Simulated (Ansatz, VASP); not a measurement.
**Si3C2 in VASP and in Ansatz**

```xyz
5
Lattice="1.4765 0.8525 6.5874 -1.4765 0.8525 6.5874 0.0000 -1.7049 6.5874" Properties=species:S:1:pos:R:3 pbc="T T T"
Si    0.0000    0.0000    0.0000
Si    0.0000    0.0000    4.2633
Si    0.0000    0.0000   15.4989
C     0.0000    0.0000    7.8364
C     0.0000    0.0000   11.9257
```

Alike in both runs: functional PBE; k mesh 12 × 12 × 12; occupations gaussian, width 0.1 eV; no spin polarisation.

Ansatz relaxed the structure, and its values are those at the end. VASP's run is a single point on that final structure, the one shown.

|  | VASP | Ansatz |
| --- | --- | --- |
| version | VASP 6.6.1 | Ansatz 0.2.0 |
| potentials or method | VASP PAW PBE potentials, release 64 (Si, C), cutoff 520 eV | scalar-relativistic, plane waves, PAW |
| valence electrons in the cell | 20 | 20 |

Ansatz gave:

* gap on the k mesh at the Fermi level (eV): none
* pressure (GPa): 0.0
* rms of the force components (eV/Å): 0.000

**Question.** Estimate VASP's values.

**Answer.** gap on the k mesh at the Fermi level (eV): none; pressure (GPa): 0.1; rms of the force components (eV/Å): 0.004.

A gap of «none» marks a metal or a gap that the smearing closes. The functional is the same, so the differences come from potentials, cutoffs and numerics.
